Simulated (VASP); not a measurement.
SnTe2:

```xyz
3
Lattice="0.0000 3.5259 3.5259 3.5259 0.0000 3.5259 3.5259 3.5259 0.0000" Properties=species:S:1:pos:R:3 pbc="T T T"
Sn    0.0000    0.0000    0.0000
Te    1.7630    1.7630    1.7630
Te    5.2889    5.2889    5.2889
```

```yaml
Program: VASP 6.6.1
Task: relaxation of cell and atoms
Functional: PBE
Potentials_or_basis: VASP PAW PBE potentials, release 64 (Sn_d, Te)
Cutoff: 600 eV
k_mesh: 6 × 6 × 6
Occupations: fermi-dirac, width 0.02 eV
Spin: no spin polarisation
```

At the start: pressure 8.6 GPa; volume 29.22 Å³/atom.

**Question.** Where does the relaxation end?

**Answer.** Over 5 steps the energy falls by 116.5 meV/atom and the volume is 34.25 Å³/atom (+17.2 %); space group Fm-3m (No. 225, to 0.05 Å).

Step by step:
```tsv
step	energy change (eV)	largest force (eV/Å)	pressure (GPa)	volume (Å³)
1	0.0000	0.0000	8.64	87.67
2	-0.3087	0.0000	-1.89	109.21
3	-0.3494	0.0000	0.04	102.66
4	-0.3494	0.0000	-0.07	102.98
5	-0.3494	0.0000	0.02	102.76
```

Final structure:
```cif
data_structure
_symmetry_space_group_name_H-M 'P 1'
_symmetry_Int_Tables_number 1
_cell_length_a 5.2575
_cell_length_b 5.2575
_cell_length_c 5.2575
_cell_angle_alpha 60.000
_cell_angle_beta 60.000
_cell_angle_gamma 60.000
_cell_volume 102.76
loop_
_atom_site_label
_atom_site_type_symbol
_atom_site_fract_x
_atom_site_fract_y
_atom_site_fract_z
_atom_site_occupancy
Sn1 Sn 0.00000 0.00000 0.00000 1
Te1 Te 0.25000 0.25000 0.25000 1
Te2 Te 0.75000 0.75000 0.75000 1
```

Caveat: the volume moved by over 15 % at a fixed basis, so the end points are rough.
